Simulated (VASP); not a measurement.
# In: single point with PBE

The system is In.

```
CELL_PARAMETERS angstrom
3.20842 -3.21247 0.00000
3.20842 3.21247 0.00000
0.00000 0.00000 7.34556
ATOMIC_POSITIONS crystal
In 0.50000 0.00000 0.29358
In 0.00000 0.50000 0.70642
In 0.00000 0.50000 0.29358
In 0.50000 0.00000 0.70642
In 0.00000 0.00000 0.00000
```

```yaml
Program: VASP 6.6.1
Task: single point
Functional: PBE
Potentials_or_basis: VASP PAW PBE potentials, release 64 (In_d)
Cutoff: 520 eV
k_mesh: 8 × 8 × 6
Occupations: gaussian, width 0.1 eV
Spin: no spin polarisation
```

```json
{
  "Pressure": "0.0 GPa"
}
```

Forces in eV/Å, atoms in the order of the input:
```
In   0.000  0.000  0.003
In   0.000  0.000 -0.003
In   0.000  0.000  0.003
In   0.000  0.000 -0.003
In   0.000  0.000  0.000
```

Levels at points of the mesh, in eV from the Fermi level:
```csv
k point,band 30,band 31,band 32,band 33,band 34,band 35
"(0.00, 0.00, 0.00)",-1.04,-1.03,0.28,1.15,1.16,1.84
"(0.50, 0.00, 0.00)",-3.66,-1.94,0.55,1.74,1.91,2.47
"(0.50, 0.50, 0.00)",-3.01,-2.67,-2.49,-1.43,-1.42,-0.96
"(0.00, 0.00, 0.50)",-1.75,-0.55,-0.30,-0.29,-0.21,-0.20
"(0.50, 0.00, 0.50)",-0.97,-0.32,0.88,1.01,1.02,1.95
"(0.50, 0.50, 0.50)",-4.38,-3.41,-2.42,-1.47,1.47,1.48
```

Wall time 4.8 min on 1 thread of AMD EPYC 9R45 96-Core Processor (Zen 5), on a shared host, peak memory 0.45 GiB.

Caveat: spin-orbit coupling is left out, which moves the levels of the heavy elements.
